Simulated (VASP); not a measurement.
# CoSi (NiAs type) (P6_3/mmc) in VASP: relaxation of cell and atoms with PBE

Aim: the relaxation of cell and atoms of CoSi (NiAs type) with PBE.

Everything below comes from runs of VASP 6.6.1. Logs are shortened: lines on timing, memory, paths and dates and some standing lists are left out, and cuts for length are marked.

## Step 1: The cell of the first run

Symmetry: P6_3/mmc, No. 194, hexagonal system. Conventional cell: a = 3.271 Å, b = 3.271 Å, c = 5.071 Å, α = 90.00°, β = 90.00°, γ = 120.00°. Co (site symmetry -3m) has 6 Si at 2.27 Å and 2 Co at 2.54 Å within 3.0 Å. Si (site symmetry -6m2) has 6 Co at 2.27 Å within 3.0 Å.

## Step 2: Relaxation of cell and atoms, PBE, collinear spin, ferromagnetic start, target pressure 15 GPa, at which the enthalpy is minimised

INCAR reads:

```
SYSTEM = CoSi
PREC = Accurate ; ENCUT = 600
EDIFF = 1E-7 ; ISMEAR = -1
SIGMA = 0.1 ; LREAL = .False.
LASPH = .True. ; NELM = 150
ALGO = Normal ; ISIF = 3
LWAVE = .False. ; LCHARG = .False.
ISPIN = 2 ; MAGMOM = 1.7 1.7 0 0
LORBIT = 11 ; LMAXMIX = 4
GGA = PE ; IBRION = 2
NSW = 60 ; EDIFFG = -0.005
PSTRESS = 150.0
```

KPOINTS reads:

```
Automatic mesh
0
Gamma
  11 11 7
  0 0 0
```

POSCAR reads:

```
CoSi
1.0
    3.2713015326      0.0000000000      0.0000000000
   -1.6356507663      2.8330302306      0.0000000000
    0.0000000000      0.0000000000      5.0705173755
Co Si
2 2
Direct
    0.0000000000      0.0000000000      0.0000000000
    0.0000000000      0.0000000000      0.5000000000
    0.3333333333      0.6666666667      0.2500000000
    0.6666666667      0.3333333333      0.7500000000
```

Potentials or basis: VASP PAW PBE potentials, release 64 (Co, Si).

The run is started by

```sh
$ cat potpaw_PBE.64/Co/POTCAR potpaw_PBE.64/Si/POTCAR > POTCAR
$ mpirun -np 1 vasp_std > vasp.out
```

OUTCAR:

```text
SYSTEM = CoSi
   PREC = Accurate
   ENCUT = 600
   EDIFF = 1E-7
   ISMEAR = -1
   LREAL = .False.
   LASPH = .True.
   NELM = 150
   ISIF = 3
   ISPIN = 2
   LORBIT = 11
   GGA = PE
   IBRION = 2
   NSW = 60
   EDIFFG = -0.005
   PSTRESS = 150.0

 ion  position               nearest neighbor table
   1  0.000  0.000  0.000-   3 2.27   4 2.27   3 2.27   4 2.27   4 2.27   3 2.27   2 2.54   2 2.54

   2  0.000  0.000  0.500-   3 2.27   4 2.27   3 2.27   4 2.27   4 2.27   3 2.27   1 2.54   1 2.54

   3  0.333  0.667  0.250-   1 2.27   2 2.27   1 2.27   2 2.27   1 2.27   2 2.27
   4  0.667  0.333  0.750-   1 2.27   2 2.27   1 2.27   2 2.27   1 2.27   2 2.27

  LATTYP: Found a hexagonal cell.
 ALAT       =     3.2713015326
 C/A-ratio  =     1.5500000000

  Lattice vectors:

 A1 = (   3.2713015326,   0.0000000000,   0.0000000000)
 A2 = (  -1.6356507663,   2.8330302306,   0.0000000000)
 A3 = (   0.0000000000,   0.0000000000,   5.0705173755)

Analysis of symmetry for initial positions (statically):
=====================================================================
 Subroutine PRICEL returns:
 Original cell was already a primitive cell.

 Routine SETGRP: Setting up the symmetry group for a
 hexagonal supercell.

 Subroutine GETGRP returns: Found 24 space group operations
 (whereof 12 operations were pure point group operations)
 out of a pool of 24 trial point group operations.

The static configuration has the point symmetry D_3d.
 The point group associated with its full space group is D_6h.

Analysis of symmetry for dynamics (positions and initial velocities):
=====================================================================
 Subroutine PRICEL returns:
 Original cell was already a primitive cell.

 Routine SETGRP: Setting up the symmetry group for a
 hexagonal supercell.

 Subroutine GETGRP returns: Found 24 space group operations
 (whereof 12 operations were pure point group operations)
 out of a pool of 24 trial point group operations.

The dynamic configuration has the point symmetry D_3d.
 The point group associated with its full space group is D_6h.

Analysis of structural, dynamic, and magnetic symmetry:
=====================================================================
 Subroutine PRICEL returns:
 Original cell was already a primitive cell.

 Routine SETGRP: Setting up the symmetry group for a
 hexagonal supercell.

 Subroutine GETGRP returns: Found 24 space group operations
 (whereof 12 operations were pure point group operations)
 out of a pool of 24 trial point group operations.

The overall configuration has the point symmetry D_3d.
 The point group associated with its full space group is D_6h.

 Subroutine INISYM returns: Found 24 space group operations
 (whereof 12 operations are pure point group operations),
 and found     1 'primitive' translations

----------------------------------------------------------------------------------------

                                     Primitive cell

  volume of cell :      46.9920

  direct lattice vectors                    reciprocal lattice vectors
     3.271301533  0.000000000  0.000000000     0.305688727  0.176489469  0.000000000
    -1.635650766  2.833030231  0.000000000     0.000000000  0.352978937  0.000000000
     0.000000000  0.000000000  5.070517375     0.000000000  0.000000000  0.197218533

  length of vectors
     3.271301533  3.271301533  5.070517375     0.352978937  0.352978937  0.197218533

  position of ions in fractional coordinates (direct lattice)
     0.000000000  0.000000000  0.000000000
     0.000000000  0.000000000  0.500000000
     0.333333333  0.666666667  0.250000000
     0.666666667  0.333333333  0.750000000

  ion indices of the primitive-cell ions
   primitive index   ion index
                 1           1
                 2           2
                 3           3
                 4           4

----------------------------------------------------------------------------------------

 KPOINTS: Automatic mesh

Automatic generation of k-mesh.
 Grid dimensions read from file:
 generate k-points for:   11   11    7

 Generating k-lattice:

  Cartesian coordinates                     Fractional coordinates (reciprocal lattice)
     0.027789884  0.016044497  0.000000000     0.090909091 -0.000000000  0.000000000
     0.000000000  0.032088994  0.000000000     0.000000000  0.090909091  0.000000000
     0.000000000  0.000000000  0.028174076     0.000000000  0.000000000  0.142857143

  Length of vectors
     0.032088994  0.032088994  0.028174076

  Shift w.r.t. Gamma in fractional coordinates (k-lattice)
     0.000000000  0.000000000  0.000000000

 Subroutine IBZKPT returns following result:
 ===========================================

 Found     64 irreducible k-points:

 Following reciprocal coordinates:
            Coordinates               Weight
  0.000000  0.000000  0.000000      1.000000
  0.090909  0.000000  0.000000      6.000000
  0.181818  0.000000  0.000000      6.000000
  0.272727  0.000000  0.000000      6.000000
  0.363636  0.000000  0.000000      6.000000
  0.454545 -0.000000  0.000000      6.000000
[... 16 lines left out ...]
  0.090909  0.090909  0.142857     12.000000
  0.181818  0.090909  0.142857     24.000000
 [... further k-points ...]
   k-points           NKPTS =     64   k-points in BZ     NKDIM =     64   number of bands    NBANDS=     19
   number of dos      NEDOS =    301   number of ions     NIONS =      4
   total plane-waves  NPLWV =  32928
   dimension x,y,z NGX =    28 NGY =   28 NGZ =   42
   dimension x,y,z NGXF=    56 NGYF=   56 NGZF=   84
   ions per type =               2   2
   NGX,Y,Z   is equivalent  to a cutoff of  14.23, 14.23, 13.77 a.u.
   NGXF,Y,Z  is equivalent  to a cutoff of  28.46, 28.46, 27.54 a.u.
 SYSTEM =  CoSi
   PREC   = accura    normal or accurate (medium, high low for compatibility)
   ISTART =      0    job   : 0-new  1-cont  2-samecut
   ICHARG =      2    charge: 1-file 2-atom 10-const
   ISPIN  =      2    spin polarized calculation?
   LNONCOLLINEAR =      F non collinear calculations
   LSORBIT =      F    spin-orbit coupling
   LASPH  =      T    aspherical Exc in radial PAW
   ENCUT  =  600.0 eV  44.10 Ry    6.64 a.u.   6.53  6.53 10.13*2*pi/ulx,y,z
   NELM   =    150;   NELMIN=  2; NELMDL= -5     # of ELM steps
   EDIFF  = 0.1E-06   stopping-criterion for ELM
   LREAL  =      F    real-space projection
   EDIFFG = -.5E-02   stopping-criterion for IOM
   NSW    =     60    number of steps for IOM
   IBRION =      2    ionic relax: 0-MD 1-quasi-New 2-CG
   NFREE  =      1    steps in history (QN), initial steepest desc. (CG)
   ISIF   =      3    stress and relaxation
   ISYM   =      2    0-nonsym 1-usesym 2-fastsym
   POTIM  = 0.5000    time-step for ionic-motion
   TEBEG  =    0.0;   TEEND  =   0.0 temperature during run
   PSTRESS=  150.0 pullay stress
   NELECT =      26.0000    total number of electrons
   NUPDOWN=      -1.0000    fix difference up-down
   EMIN   =  10.00;   EMAX   =-10.00  energy-range for DOS
   EFERMI =   0.00;   METHOD = LEGACY
   ISMEAR =    -1;   SIGMA  =   0.10  broadening in eV -4-tet -1-fermi 0-gaus
   EFERMI_NEDOS =   21; number of points for ismear=-14 and -15
   IALGO  =     38    algorithm
   IMIX   =      4    mixing-type and parameters
     AMIX     =   0.40;   BMIX     =  1.00
     AMIX_MAG =   1.60;   BMIX_MAG =  1.00
  volume/ion in A,a.u.               =      11.75        79.28
  Fermi-wavevector in a.u.,A,eV,Ry     =   1.343975  2.539745 24.575787  1.806269
  Thomas-Fermi vector in A             =   2.472006
   LORBIT       =     11    0 simple, 1 ext, 2 COOP (PROOUT), +10 PAW based schemes
   GGA     = PE    functional components
   LHFCALC =     F    Hartree Fock is set to
   AEXX    =    0.0000 exact exchange contribution
   IVDW    =     0    specifies the selected vdW correction
   LEPSILON=     F    determine dielectric tensor
   LRPA    =     F    only Hartree local field effects (RPA)
 conjugate gradient relaxation of ions
 spin polarized calculation
  energy-cutoff  :      600.00
  volume of cell :       46.99
 maximum number of plane-waves:      1622
 NGX is ok and might be reduce to    28
   NGX = 13   NGY = 13   NGZ = 21

--------------------------------------- Ionic step        1  -------------------------------------------

 number of electron      25.9999997 magnetization       0.0054243

 number of electron      25.9999997 magnetization      -0.0001067

 Free energy of the ion-electron system (eV)
  ---------------------------------------------------
  ext. energy  EPLUGINS =         0.00000000
  ---------------------------------------------------
  free energy    TOTEN  =       -26.33365418 eV

  energy without entropy =      -26.26889745  energy(sigma->0) =      -26.30127581

------------------------ aborting loop because EDIFF is reached ----------------------------------------

  FORCE on cell =-STRESS in cart. coord.  units (eV):
  Direction    XX          YY          ZZ          XY          YZ          ZX
  --------------------------------------------------------------------------------------
  -------------------------------------------------------------------------------------
  Total        3.5602553      3.5602553      2.1676423      0.0000000      0.0000000      0.0000000
  in kB      121.3857381    121.3857381     73.9050535      0.0000000      0.0000000      0.0000000
  external PRESSURE =     -44.4411568 kB  Pullay stress =     150.0000000 kB
[... 153 lines left out ...]
--------------------------------------- Ionic step        5  -------------------------------------------

 number of electron      25.9999996 magnetization      -0.0000009

 number of electron      25.9999996 magnetization       0.0000009

 Free energy of the ion-electron system (eV)
  ---------------------------------------------------
  ext. energy  EPLUGINS =         0.00000000
  ---------------------------------------------------
  free energy    TOTEN  =       -26.28464957 eV

  energy without entropy =      -26.22149287  energy(sigma->0) =      -26.25307122

 E-fermi :  10.8129     XC(G=0): -12.4561

 val. band max:       10.7327492040   @ k =   0.3636   0.0909   0.2857
 cond. band min:      10.8159118404   @ k =   0.3636   0.0909   0.1429
 fundamental gap:      0.0831626364
 Fermi energy:        10.8128815463

 spin component 1

 k-point     1 :       0.0000    0.0000    0.0000
  band No.  band energies     occupation
      1      -1.7455      1.00000
      2       3.5103      1.00000
      3       4.2138      1.00000
      4       7.2726      1.00000
      5       7.2726      1.00000
      6       7.4992      1.00000
[... 11 lines left out ...]
     18      17.5008      0.00000
     19      17.5262      0.00000
[... 491 lines left out ...]
      5       7.3271      1.00000
      6       7.4188      1.00000
[... 11 lines left out ...]
     18      17.1199      0.00000
     19      18.3212      0.00000

 [... further k-points ...]

 spin component 2

 k-point     1 :       0.0000    0.0000    0.0000
  band No.  band energies     occupation
      1      -1.7455      1.00000
      2       3.5103      1.00000
      3       4.2138      1.00000
      4       7.2726      1.00000
      5       7.2726      1.00000
      6       7.4992      1.00000
[... 11 lines left out ...]
     18      17.5008      0.00000
     19      17.5262      0.00000
[... 537 lines left out ...]
  FREE ENERGIE OF THE ION-ELECTRON SYSTEM (eV)
  ---------------------------------------------------
  free  energy   TOTEN  =       -26.2846495711 eV

  energy  without entropy=      -26.2214928689  energy(sigma->0) =      -26.25307122

  enthalpy is  TOTEN    =       -21.9576596988 eV   P V=        4.3269898723

 reached required accuracy - stopping structural energy minimisation

 total charge

# of ion       s       p       d       tot
------------------------------------------
    1        0.537   0.639   7.607   8.782
    2        0.537   0.639   7.607   8.782
    3        0.781   0.892   0.000   1.673
    4        0.781   0.892   0.000   1.673
--------------------------------------------------
tot          2.636   3.061  15.213  20.911

 magnetization (x)

# of ion       s       p       d       tot
------------------------------------------
    1       -0.000  -0.000  -0.000  -0.000
    2       -0.000  -0.000  -0.000  -0.000
    3        0.000   0.000   0.000   0.000
    4        0.000   0.000   0.000   0.000
--------------------------------------------------
tot         -0.000   0.000  -0.000  -0.000
```

Run time: 4.2 min. Hardware: 1 thread of Intel Xeon 6975P-C (Granite Rapids), shared host; peak memory 0.28 GiB.

Results:

| Property | Result |
| --- | --- |
| Free energy | -26.2846 eV |
| Relaxed volume | 11.55 Å³/atom |
| Relaxed cell | a = 3.282 Å, b = 3.282 Å, c = 4.953 Å, α = 90.00°, β = 90.00°, γ = 120.00° |
| Space group after relaxing (to 0.1 Å) | P6_3/mmc (No. 194) |
| Energy change on relaxing (the run minimises the enthalpy) | +12.3 meV/atom |
| Ionic steps | 5 |
| Pressure after relaxing | 15.0 GPa |
| Band gap on the k mesh | zero (filled and empty bands overlap) |
| Net moment | 0.00 μB per cell |
| Valence electrons inside the program's atomic spheres | Co 8.78; Si 1.67 |

The path:
```tsv
step	energy change (eV)	largest force (eV/Å)	pressure (GPa)	volume (Å³)
1	0.0000	0.0000	10.56	46.99
2	0.2157	0.0000	22.86	44.81
3	0.0736	0.0000	15.71	46.02
4	0.0581	0.0000	15.30	46.13
5	0.0490	0.0000	15.00	46.22
```

Final structure:
```yaml
crystal:
  lattice:
    - [3.28248, 0.00000, 0.00000]
    - [-1.64124, 2.84271, 0.00000]
    - [0.00000, 0.00000, 4.95302]
  atoms:
    - { symbol: Co, position: [0.00000, 0.00000, 0.00000] }
    - { symbol: Co, position: [0.00000, 0.00000, 0.50000] }
    - { symbol: Si, position: [0.33333, 0.66667, 0.25000] }
    - { symbol: Si, position: [0.66667, 0.33333, 0.75000] }
```

Caveat: the cell is relaxed towards a set pressure, so the run minimises the enthalpy, not the energy.
